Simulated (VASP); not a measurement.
# C (C2/m) in VASP: single point with PBE

Aim: the single point of C with PBE.

Program: VASP 6.6.1. These are calculated values, not measurements. Logs are shortened: lines on timing, memory, paths and dates and some standing lists are left out, and cuts for length are marked.

## 1. The cell of the first run

The structure is monoclinic, space group C2/m (No. 12). The conventional cell has a = 4.374 Å, b = 2.525 Å, c = 12.564 Å, α = 90.00°, β = 100.02°, γ = 90.00°. C (site symmetry m) has 4 C at 1.55 Å within 2.1 Å. Within 2.1 Å of C (site symmetry m) lie 4 C at 1.55 Å. C (site symmetry m) has 4 C at 1.55 Å within 2.1 Å. C (site symmetry m) has 4 C at 1.55 Å within 2.1 Å. C (site symmetry m) has 4 C at 1.55 Å within 2.1 Å. Within 2.1 Å of C (site symmetry m) lie 5 C at 1.55 to 2.00 Å.

## 2. Single point, PBE

INCAR reads:

```
PREC = Accurate ; ENCUT = 520
EDIFF = 1E-7 ; ISMEAR = 0
SIGMA = 0.05 ; LREAL = False
LASPH = True ; NELM = 100
ALGO = Normal ; ISIF = 2
LWAVE = False ; LCHARG = False
GGA = PE ; NBANDS = 36
ISYM = 0
```

KPOINTS reads:

```
regular mesh
0
Gamma
  10 10 2
```

POSCAR reads:

```
C
1.0
    1.7857375322     -1.7857375322      0.0000000000
    1.7857375322      0.0000000000     -1.7857375322
    8.0358188949      7.1429501288      6.2500813627
C
12
Direct
    0.6666666667      0.5312333333      0.2708666667
    0.0000000000     -0.0521000000      0.1042000000
    0.3333333333      0.1145666667      0.4375333333
    0.6666666667      0.2812333333      0.7708666667
    1.0000000000      0.6979000000      0.6042000000
    0.3333333333     -0.1354333333      0.9375333333
    0.6666666667      0.4687333333      0.3958666667
    1.0000000000      0.8854000000      0.2292000000
    0.3333333333      0.0520666667      0.5625333333
    0.6666666667      0.2187333333      0.8958666667
    0.0000000000     -0.3646000000      0.7292000000
    0.3333333333      0.3020666667      0.0625333333
```

Potentials or basis: VASP PAW PBE potentials, release 64 (C).

Launch:

```sh
cat potpaw_PBE.64/C/POTCAR > POTCAR
mpirun -np 1 vasp_std > vasp.out
```

OUTCAR:

```text
PREC = Accurate
   ENCUT = 520
   EDIFF = 1E-7
   ISMEAR = 0
   LREAL = False
   LASPH = True
   NELM = 100
   ISIF = 2
   GGA = PE
   ISYM = 0

 ion  position               nearest neighbor table
   1  0.667  0.531  0.271-   7 1.55   8 1.55   8 1.55   8 1.55
   2  0.000  0.948  0.104-   8 1.55  12 1.55  12 1.55  12 1.55
   3  0.333  0.115  0.438-   7 1.55   7 1.55   7 1.55   9 1.55
   4  0.667  0.281  0.771-  10 1.55  11 1.55  11 1.55  11 1.55
   5  0.000  0.698  0.604-  11 1.55   9 1.55   9 1.55   9 1.55
   6  0.333  0.865  0.938-  10 1.55  10 1.55  10 1.55  12 2.00  12 2.00
   7  0.667  0.469  0.396-   3 1.55   3 1.55   3 1.55   1 1.55
   8  0.000  0.885  0.229-   2 1.55   1 1.55   1 1.55   1 1.55
   9  0.333  0.052  0.563-   3 1.55   5 1.55   5 1.55   5 1.55
  10  0.667  0.219  0.896-   6 1.55   6 1.55   6 1.55   4 1.55
  11  0.000  0.635  0.729-   5 1.55   4 1.55   4 1.55   4 1.55
  12  0.333  0.302  0.063-   2 1.55   2 1.55   2 1.55   6 2.00   6 2.00

IMPORTANT INFORMATION: All symmetrisations will be switched off!
NOSYMM: (Re-)initialisation of all symmetry stuff for point group C_1.

----------------------------------------------------------------------------------------

                                     Primitive cell

  volume of cell :      68.3336

  direct lattice vectors                    reciprocal lattice vectors
     1.785737532 -1.785737532  0.000000000     0.186664237 -0.373328473  0.186664237
     1.785737532  0.000000000 -1.785737532     0.163331207  0.163331207 -0.396661503
     8.035818895  7.142950129  6.250081363     0.046666059  0.046666059  0.046666059

  length of vectors
     2.525414237  2.525414237 12.436222855     0.457232133  0.459014721  0.080827985

  position of ions in fractional coordinates (direct lattice)
     0.666666667  0.531233333  0.270866667
     1.000000000  0.947900000  0.104200000
     0.333333333  0.114566667  0.437533333
     0.666666667  0.281233333  0.770866667
     1.000000000  0.697900000  0.604200000
     0.333333333  0.864566667  0.937533333
     0.666666667  0.468733333  0.395866667
     1.000000000  0.885400000  0.229200000
     0.333333333  0.052066667  0.562533333
     0.666666667  0.218733333  0.895866667
     1.000000000  0.635400000  0.729200000
     0.333333333  0.302066667  0.062533333

  ion indices of the primitive-cell ions
   primitive index   ion index
                 1           1
                 2           2
[... 107 lines left out ...]
   NSW    =      0    number of steps for IOM
   IBRION =     -1    ionic relax: 0-MD 1-quasi-New 2-CG
   NFREE  =      0    steps in history (QN), initial steepest desc. (CG)
   ISIF   =      2    stress and relaxation
   ISYM   =      0    0-nonsym 1-usesym 2-fastsym
   POTIM  = 0.5000    time-step for ionic-motion
   TEBEG  =    0.0;   TEEND  =   0.0 temperature during run
   PSTRESS=    0.0 pullay stress
   NELECT =      48.0000    total number of electrons
   NUPDOWN=      -1.0000    fix difference up-down
   EMIN   =  10.00;   EMAX   =-10.00  energy-range for DOS
   EFERMI =   0.00;   METHOD = LEGACY
   ISMEAR =     0;   SIGMA  =   0.05  broadening in eV -4-tet -1-fermi 0-gaus
   EFERMI_NEDOS =   21; number of points for ismear=-14 and -15
   IALGO  =     38    algorithm
   IMIX   =      4    mixing-type and parameters
     AMIX     =   0.40;   BMIX     =  1.00
     AMIX_MAG =   1.60;   BMIX_MAG =  1.00
  volume/ion in A,a.u.               =       5.69        38.43
  Fermi-wavevector in a.u.,A,eV,Ry     =   1.455271  2.750063 28.814604  2.117814
  Thomas-Fermi vector in A             =   2.572325
   LORBIT       =      0    0 simple, 1 ext, 2 COOP (PROOUT), +10 PAW based schemes
   GGA     = PE    functional components
   LHFCALC =     F    Hartree Fock is set to
   AEXX    =    0.0000 exact exchange contribution
   IVDW    =     0    specifies the selected vdW correction
   LEPSILON=     F    determine dielectric tensor
   LRPA    =     F    only Hartree local field effects (RPA)
 non-spin polarized calculation
 Gauss-broadening in eV      SIGMA  =   0.05
  energy-cutoff  :      520.00
  volume of cell :       68.33
 maximum number of plane-waves:      1875
   NGX =  9   NGY =  9   NGZ = 47

 number of electron      47.9999995 magnetization

 Free energy of the ion-electron system (eV)
  ---------------------------------------------------
  ext. energy  EPLUGINS =         0.00000000
  ---------------------------------------------------
  free energy    TOTEN  =      -105.11928566 eV

  energy without entropy =     -105.11811016  energy(sigma->0) =     -105.11869791

 E-fermi :  10.1520     XC(G=0): -13.2774

 val. band max:       10.1269525309   @ k =   0.3000   0.5000   0.5000
 cond. band min:      10.1581966488   @ k =   0.2000   0.5000   0.5000
 fundamental gap:      0.0312441179
 Fermi energy:        10.1520078901

 k-point     1 :       0.0000    0.0000    0.0000
  band No.  band energies     occupation
      1     -11.7441      2.00000
      2     -10.9821      2.00000
      3     -10.9693      2.00000
      4      -8.7742      2.00000
      5      -8.6823      2.00000
      6      -6.0185      2.00000
[... 925 lines left out ...]
     35      20.1955      0.00000
     36      20.6698      0.00000

 [... further k-points ...]
[... 5 lines left out ...]
  --------------------------------------------------------------------------------------
  -------------------------------------------------------------------------------------
  Total       -1.9096689      7.7114602     -1.9018785      4.4733767      4.4867023      2.1638838
  in kB      -44.7748903    180.8060997    -44.5922331    104.8846499    105.1970873     50.7353175
  external PRESSURE =      30.4796588 kB  Pullay stress =       0.0000000 kB

 VOLUME and BASIS-vectors are now :
 -----------------------------------------------------------------------------
  energy-cutoff  :      520.00
  volume of cell :       68.33
      direct lattice vectors                 reciprocal lattice vectors
     1.785737532 -1.785737532  0.000000000     0.186664237 -0.373328473  0.186664237
     1.785737532  0.000000000 -1.785737532     0.163331207  0.163331207 -0.396661503
     8.035818895  7.142950129  6.250081363     0.046666059  0.046666059  0.046666059

 POSITION                                       TOTAL-FORCE (eV/Angst)
 -----------------------------------------------------------------------------------
      4.31577      0.74430      0.74430        -0.070619     -0.022736     -0.069764
      2.53003      0.74430     -1.04144        -0.277664      0.990871     -0.277323
      4.31577      2.53003      2.53003        -0.042245     -0.038483     -0.041405
      7.88725      4.31577      4.31577        -0.146874     -0.601064     -0.145890
      6.10151      4.31577      2.53003        -0.045984     -0.065558     -0.044969
      9.67298      6.10151      4.31577        -1.773582     -2.005917     -1.774624
      5.20864      1.63716      1.63716         0.045943      0.065585      0.045001
      3.42290      1.63716     -0.14857         0.146872      0.601113      0.145831
      5.20864      3.42290      3.42290         0.042291      0.038406      0.041436
      8.78011      5.20864      5.20864         0.277622     -0.990843      0.277352
      6.99438      5.20864      3.42290         0.070617      0.022787      0.069703
      1.63716     -0.14857     -0.14857         1.773625      2.005839      1.774653
 -----------------------------------------------------------------------------------
    total drift:                                0.000034      0.000023      0.000019

  FREE ENERGIE OF THE ION-ELECTRON SYSTEM (eV)
  ---------------------------------------------------
  free  energy   TOTEN  =      -105.1192856574 eV

  energy  without entropy=     -105.1181101587  energy(sigma->0) =     -105.11869791
```

stdout:

```text
POSCAR found type information on POSCAR C
 POSCAR found :  1 types and      12 ions
 scaLAPACK will be used
 LDA part: xc-table for (Slater+PW92), standard interpolation
 -----------------------------------------------------------------------------
|                                                                             |
|           W    W    AA    RRRRR   N    N  II  N    N   GGGG   !!!           |
|           W    W   A  A   R    R  NN   N  II  NN   N  G    G  !!!           |
|           W    W  A    A  R    R  N N  N  II  N N  N  G       !!!           |
|           W WW W  AAAAAA  RRRRR   N  N N  II  N  N N  G  GGG   !            |
|           WW  WW  A    A  R   R   N   NN  II  N   NN  G    G                |
|           W    W  A    A  R    R  N    N  II  N    N   GGGG   !!!           |
|                                                                             |
|     Your reciprocal lattice and k-lattice belong to different lattice       |
|     classes:                                                                |
|                                                                             |
|        The reciprocal lattice is body-centered orthorhombic,                |
|        whereas your k-lattice is base-centered monoclinic.                  |
|                                                                             |
|     Results are often still useful ...                                      |
|                                                                             |
 -----------------------------------------------------------------------------

 POSCAR, INCAR and KPOINTS ok, starting setup
 FFT: planning ... GRIDC
 FFT: planning ... GRID_SOFT
 FFT: planning ... GRID
 WAVECAR not read
 entering main loop
```

It took 5.7 min on 1 thread of Intel Xeon 6975P-C, shared host; peak memory 0.29 GiB.

Results:

| Item | Value |
| --- | --- |
| Free energy | -105.1193 eV |
| Pressure | 3.0 GPa |
| Largest force | 3.212 eV/Å |
| Band gap on the k mesh | zero (band 24 reaches 10.30 eV, above the bottom of band 25 at 10.13 eV) |

Forces in eV/Å, atoms in the order of the input:
```
C   -0.071 -0.023 -0.070
C   -0.278  0.991 -0.277
C   -0.042 -0.038 -0.041
C   -0.147 -0.601 -0.146
C   -0.046 -0.066 -0.045
C   -1.774 -2.006 -1.775
C    0.046  0.066  0.045
C    0.147  0.601  0.146
C    0.042  0.038  0.041
C    0.278 -0.991  0.277
C    0.071  0.023  0.070
C    1.774  2.006  1.775
```

Caveat: forces of over 1 eV/Å act on the atoms, so gaps and moduli don't describe the material at rest.
